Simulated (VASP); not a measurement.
Input of a VASP 6.6.1 run:

The input INCAR:

```
SYSTEM = Li3TaO4
ALGO = Normal
EDIFF = 1E-6
ENCUT = 520
GGA = PS
ISIF = 2
ISMEAR = 0
LASPH = .TRUE.
LCHARG = .TRUE.
LELF = .TRUE.
LREAL = .FALSE.
LVHAR = .TRUE.
LWAVE = .FALSE.
NBANDS = 32
NELM = 100
PREC = Accurate
SIGMA = 0.05
```

Contents of KPOINTS:

```
k-points
0
G
  10 10 10
  0 0 0
```

The input POSCAR:

```
Li3TaO4
1.0
   -2.0422644308      2.0422644308      4.2529592940
    2.0422644308     -2.0422644308      4.2529592940
    2.0422644308      2.0422644308     -4.2529592940
Li Ta O
3 1 4
Direct
    0.5038208689      0.5038208689      0.0000000000
    0.2503227092      0.7503227092      0.5000000000
    0.7503227092      0.2503227092      0.5000000000
   -0.0000940101     -0.0000940101      0.0000000000
   -0.0000477166      0.4999522834      0.5000000000
    0.7738699826      0.7738699826      0.0000000000
    0.4999522834     -0.0000477166      0.5000000000
    0.2253513272      0.2253513272      0.0000000000
```

Potentials or basis: VASP PAW PBE potentials, release 64 (Li_sv, Ta_pv, O).

Command:

```console
$ cat potpaw_PBE.64/Li_sv/POTCAR potpaw_PBE.64/Ta_pv/POTCAR potpaw_PBE.64/O/POTCAR > POTCAR
$ mpirun -np 1 vasp_std > vasp.out
```

Problem. What does it give for the largest force?

Solution. 0.148 eV/Å.

Problem. Predict the band gap on the k mesh.

Solution. 1.53 eV, indirect (least direct gap 1.58 eV).

Forces in eV/Å, atoms in the order of the input:
```
Li   0.000  0.000  0.023
Li   0.000  0.000  0.002
Li   0.000  0.000  0.002
Ta   0.000  0.000 -0.020
O    0.000  0.000  0.000
O    0.000  0.000 -0.148
O    0.000  0.000  0.000
O    0.000  0.000  0.142
```

Caveat: the cell differs from its parent crystal (mode 1 (-167.1 1/cm) frozen in, largest displacement +0.033 Å); the PAW data sets were made with another functional, which shifts forces and pressure a little; spin-orbit coupling is left out, which moves the levels of the heavy elements. A k mesh can miss the band edges.
